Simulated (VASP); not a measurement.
LiB18N18 (a cell with a defect), 37 atoms in the cell. The cell holds a defect, 37 atoms: a = 7.465 Å, b = 7.465 Å, c = 6.495 Å, α = 90.00°, β = 90.00°, γ = 120.00°. 

* Program: VASP 6.6.1
* Task: single point
* Functional: PBE
* Potentials or basis: VASP PAW PBE potentials, release 64 (B, N, Li_sv)
* Cutoff: 520 eV
* k mesh: 1 × 1 × 1
* Occupations: fermi-dirac, width 0.01 eV
* Spin: no spin polarisation
* Dipole correction: no
* Charge: 1
* Further INCAR settings: LREAL = Auto; ALGO = Normal; EDIFF = 1e-07; NBANDS = 98; NELECT = 146.0

Potentials or basis: VASP PAW PBE potentials, release 64 (B, N, Li_sv).

The run is started by

```console
$ cat potpaw_PBE.64/B/POTCAR potpaw_PBE.64/N/POTCAR potpaw_PBE.64/Li_sv/POTCAR > POTCAR
$ mpirun -np 1 vasp_gam > vasp.out
```

Hardware: 1 thread of Intel(R) Xeon(R) Platinum 8488C (Sapphire Rapids) (shared host).

Task: How long does it take, and how much memory?

Result: It took 72 s on 1 thread of Intel(R) Xeon(R) Platinum 8488C (Sapphire Rapids), on a shared host, peak memory 0.35 GiB. Counts: scf iterations 17, k points 1.
